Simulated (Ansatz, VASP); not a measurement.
## Hf: VASP beside Ansatz

```
Hf
1.0
     3.20482    0.00000    0.00000
    -1.60241    2.77545    0.00000
     0.00000    0.00000    5.06769
Hf
2
Direct
  0.33333 0.66667 0.25000
  0.66667 0.33333 0.75000
```

Alike in both runs: functional PBE; k mesh 15 × 15 × 8; occupations gaussian, width 0.1 eV; no spin polarisation.

Ansatz relaxed the structure, and its values are those at the end. VASP's run is a single point on that final structure, the one shown.

|  | VASP | Ansatz |
| --- | --- | --- |
| version | VASP 6.6.1 | Ansatz 0.2.0 |
| potentials or method | VASP PAW PBE potentials, release 64 (Hf_pv), cutoff 520 eV | scalar-relativistic, plane waves, PAW |
| valence electrons in the cell | 20 | 52 |

VASP gave:

- gap on the k mesh at the Fermi level (eV): none
- pressure (GPa): -0.4

Task: Estimate Ansatz's values.

Result: gap on the k mesh at the Fermi level (eV): none; pressure (GPa): 0.0.

A gap of «none» marks a metal or a gap that the smearing closes. VASP's potentials hold 20 valence electrons a cell and Ansatz's 52, so a difference there can come from the potentials and not from the codes.

Neither program's run includes spin-orbit coupling.
